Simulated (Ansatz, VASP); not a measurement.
## Two plane-wave programs on ZnO

```
Zn O
1.0
     3.23529    0.00000    0.00000
    -1.61765    2.80184    0.00000
     0.00000    0.00000    5.21143
Zn O
2 2
Direct
  0.33333 0.66667 0.99769
  0.66667 0.33333 0.49769
  0.33333 0.66667 0.37731
  0.66667 0.33333 0.87731
```

Alike in both runs: task single point; functional r2SCAN; k mesh 12 × 12 × 6; occupations gaussian, width 0.02 eV; no spin polarisation.

|  | VASP | Ansatz |
| --- | --- | --- |
| version | VASP 6.6.1 | Ansatz 0.2.0 |
| potentials or method | VASP PAW PBE potentials, release 64 (Zn, O), cutoff 520 eV | scalar-relativistic, plane waves, PAW |
| valence electrons in the cell | 36 | 36 |

```csv
,VASP,Ansatz,Ansatz less VASP
gap on the k mesh at the Fermi level (eV),1.23,1.24,+0.003
least direct gap on the mesh (eV),1.23,1.24,+0.003
pressure (GPa),1.0,0.0,-1.04
"traceless stress, the component that is largest in VASP (GPa)",0.06,0.01,-0.056
```

VASP's potentials were made for PBE, not for r2SCAN. The functional is the same, so the differences come from potentials, cutoffs and numerics.
